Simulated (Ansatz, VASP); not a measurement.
# P in VASP and in Ansatz

```
P
1.0
     2.63969    0.00000    0.00000
    -1.31985    2.28604    0.00000
     0.00000    0.00000    9.91699
P
4
Direct
  0.00000 0.00000 0.00000
  0.00000 0.00000 0.50000
  0.33333 0.66667 0.25000
  0.66667 0.33333 0.75000
```

Alike in both runs: task single point; functional RPBE; k mesh 15 × 15 × 4; occupations fermi-dirac, width 0.1 eV; no spin polarisation.

|  | VASP | Ansatz |
| --- | --- | --- |
| version | VASP 6.6.1 | Ansatz 0.2.0 |
| potentials or method | VASP PAW PBE potentials, release 64 (P), cutoff 520 eV | plane waves (420 eV) with PAW, scalar-relativistic |
| valence electrons in the cell | 20 | 20 |

```csv
,VASP,Ansatz,Ansatz less VASP
pressure (GPa),-0.7,-0.2,+0.51
"traceless stress, the component that is largest in VASP (GPa)",0.28,0.13,-0.142
```

VASP's potentials were made for PBE, not for RPBE.
